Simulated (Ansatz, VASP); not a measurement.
Si: VASP beside Ansatz

```
Si
1.0
     0.00000    2.71692    2.71692
     2.71692    0.00000    2.71692
     2.71692    2.71692    0.00000
Si
2
Cartesian
  0.0000 0.0000 0.0000
  1.3585 1.3585 1.3585
```

Alike in both runs: functional PBEsol; k mesh 8 × 8 × 8; occupations gaussian, width 0.02 eV; no spin polarisation.

Ansatz relaxed the structure, and its values are those at the end. VASP's run is a single point on that final structure, the one shown.

```csv
,VASP,Ansatz
version,VASP 6.6.1,Ansatz 0.2.0
potentials or method,"VASP PAW PBE potentials, release 64 (Si), cutoff 500 eV","scalar-relativistic, plane waves, PAW"
valence electrons in the cell,8,8
```

```csv
,VASP,Ansatz,Ansatz less VASP
gap on the k mesh at the Fermi level (eV),0.51,0.51,+0.005
least direct gap on the mesh (eV),2.52,2.52,+0.003
pressure (GPa),0.1,0.0,-0.11
```

VASP's potentials were made for PBE, not for PBEsol.
